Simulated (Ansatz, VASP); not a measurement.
# BiTe in VASP and in Ansatz

```
CELL_PARAMETERS angstrom
0.00000 3.19715 3.19715
3.19715 0.00000 3.19715
3.19715 3.19715 0.00000
ATOMIC_POSITIONS crystal
Bi 0.01432 0.98568 0.01432
Te 0.47654 0.52346 0.47654
```

Change from the starting cell: mode 4 (101.1 1/cm) frozen in, largest displacement -0.150 Å.

Alike in both runs: task single point; functional PBEsol; k mesh 16 × 16 × 16; occupations gaussian, width 0.15 eV; no spin polarisation.

|  | VASP | Ansatz |
| --- | --- | --- |
| version | VASP 6.6.1 | Ansatz 0.2.0 |
| potentials or method | VASP PAW PBE potentials, release 64 (Bi_d, Te), cutoff 500 eV | scalar-relativistic, plane waves, PAW |
| valence electrons in the cell | 21 | 31 |

Ansatz gave:

```
gap on the k mesh at the Fermi level (eV)                     : none
pressure (GPa)                                                : 1.2
traceless stress, the component that is largest in VASP (GPa) : 1.07
rms of the force components (eV/Å)                            : 0.447
```

Problem. Which values does VASP return?

Solution. gap on the k mesh at the Fermi level (eV): none; pressure (GPa): 1.2; traceless stress, the component that is largest in VASP (GPa): 1.09; rms of the force components (eV/Å): 0.452.

VASP's potentials were made for PBE, not for PBEsol. Atom by atom the forces differ by 0.005 eV/Å (rms over components). A gap of «none» marks a metal or a gap that the smearing closes. VASP's potentials hold 21 valence electrons a cell and Ansatz's 31, so a difference there can come from the potentials and not from the codes.

Spin-orbit coupling is off throughout.
